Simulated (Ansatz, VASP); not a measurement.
## Two plane-wave programs on TiAl

INCAR

```
ALGO = Fast
EDIFF = 1E-6
ENCUT = 520
GGA = CA
ISIF = 2
ISMEAR = 0
LASPH = T
LCHARG = T
LELF = T
LREAL = F
LVHAR = T
LWAVE = F
NBANDS = 14
NELM = 60
PREC = Accurate
SIGMA = 0.15
```

Contents of KPOINTS:

```
k-points
0
Gamma
  16 16 16
```

File POSCAR:

```
TiAl
1.0
    3.3062265600      0.0000000000      0.0000000000
    0.0000000000      3.3062265600      0.0000000000
    0.0000000000      0.0000000000      3.4333891200
Ti Al
1 1
Direct
    0.0000000000      0.0000000000      0.0000000000
    0.5000000000      0.5000000000      0.5000000000
```

Input for Ansatz:

```yaml
crystal:
  lattice:
    - [3.30622656, 0.0, 0.0]
    - [0.0, 3.30622656, 0.0]
    - [0.0, 0.0, 3.43338912]
  atoms:
    - { symbol: Ti, position: [0.0, 0.0, 0.0] }
    - { symbol: Al, position: [0.5, 0.5, 0.5] }
basis:
  ecutwfc: 420
kpoints:
  mp_grid: { grid: [16, 16, 16] }
hamiltonian:
  xc: lda
scf:
  occupations: { method: gaussian, width: 0.15 }
output:
  forces: true
  stress: true
  eigenvalues: true
```

Change from the starting cell: strain +0.040 along x and y, +0.080 along z, atoms carried along.

Alike in both runs: task single point; functional LDA; k mesh 16 × 16 × 16; occupations gaussian, width 0.15 eV; no spin polarisation.

|  | VASP | Ansatz |
| --- | --- | --- |
| version | VASP 6.6.1 | Ansatz 0.2.0 |
| potentials or method | VASP PAW LDA potentials, release 64 (Ti_sv, Al), cutoff 520 eV | scalar-relativistic, plane waves, PAW |
| valence electrons in the cell | 15 | 15 |

```tsv
	VASP	Ansatz	Ansatz less VASP
gap on the k mesh at the Fermi level (eV)	none	none	-
pressure (GPa)	-16.9	-17.0	-0.08
traceless stress, the component that is largest in VASP (GPa)	1.82	1.82	-0.006
```

LDA's correlation is that of Perdew and Zunger in VASP and of Perdew and Wang (1992) in Ansatz. A gap of «none» marks a metal or a gap that the smearing closes.
